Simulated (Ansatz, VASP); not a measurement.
Ta2N in VASP and in Ansatz

```
Ta N
1.0
     3.10114    0.00000    0.00000
    -1.55057    2.68567    0.00000
     0.00000    0.00000    4.88189
Ta N
2 1
Cartesian
  1.5506 0.8952 3.6412
  0.0000 1.7904 1.2500
  0.0000 0.0000 -0.1200
```

Change from the starting cell: mode 9 (548.2 1/cm) frozen in, largest displacement -0.120 Å.

Alike in both runs: task single point; functional PBE; k mesh 18 × 18 × 10; occupations gaussian, width 0.15 eV; no spin polarisation.

|  | VASP | Ansatz |
| --- | --- | --- |
| version | VASP 6.6.1 | Ansatz 0.2.0 |
| potentials or method | VASP PAW PBE potentials, release 64 (Ta_pv, N), cutoff 520 eV | scalar-relativistic, plane waves, PAW |
| valence electrons in the cell | 27 | 31 |

VASP gave:

```
gap on the k mesh at the Fermi level (eV)                     : none
pressure (GPa)                                                : 1.9
traceless stress, the component that is largest in VASP (GPa) : -1.05
rms of the force components (eV/Å)                            : 0.748
```

**Question.** Estimate Ansatz's values.

**Answer.** gap on the k mesh at the Fermi level (eV): none; pressure (GPa): 1.4; traceless stress, the component that is largest in VASP (GPa): -0.98; rms of the force components (eV/Å): 0.742.

Atom by atom the forces differ by 0.023 eV/Å (rms over components). A gap of «none» marks a metal or a gap that the smearing closes. VASP's potentials hold 27 valence electrons a cell and Ansatz's 31, so a difference there can come from the potentials and not from the codes.

Neither program's run includes spin-orbit coupling.
